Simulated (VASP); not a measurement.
Crystal: MgO.

```
Mg O
1.0
     0.00000    2.10720    2.10720
     2.10720    0.00000    2.10720
     2.10720    2.10720    0.00000
Mg O
1 1
Direct
  0.00000 0.00000 0.00000
  0.50000 0.50000 0.50000
```

Base run:

```yaml
Program: VASP 6.6.1
Functional: PBEsol
Potentials_or_basis: VASP PAW PBE potentials, release 64 (Mg, O)
Cutoff: 520 eV
k_mesh: 10 × 10 × 10
Occupations: fermi-dirac, width 0.05 eV
Spin: no spin polarisation
```

Its results: band gap on the k mesh 4.62 eV, direct; pressure -0.5 GPa.

Question: After a change of settings the same cell gave: band gap on the k mesh 4.64 eV, direct; pressure -8.0 GPa. Which change was it?
A. functional from PBEsol to PBE; further incar settings from ALGO = Normal; EDIFF = 1e-06; NBANDS = 11 to ALGO = Normal; EDIFF = 1e-07; NBANDS = 11
B. functional from PBEsol to r2SCAN; further incar settings from ALGO = Normal; EDIFF = 1e-06; NBANDS = 11 to ALGO = Normal; EDIFF = 1e-07; NBANDS = 11
C. functional from PBEsol to LDA; potentials or basis from VASP PAW PBE potentials, release 64 (Mg, O) to VASP PAW LDA potentials, release 64 (Mg, O)

Answer: C.

Caveats: the PAW data sets were made with another functional, which shifts forces and pressure a little (some runs).
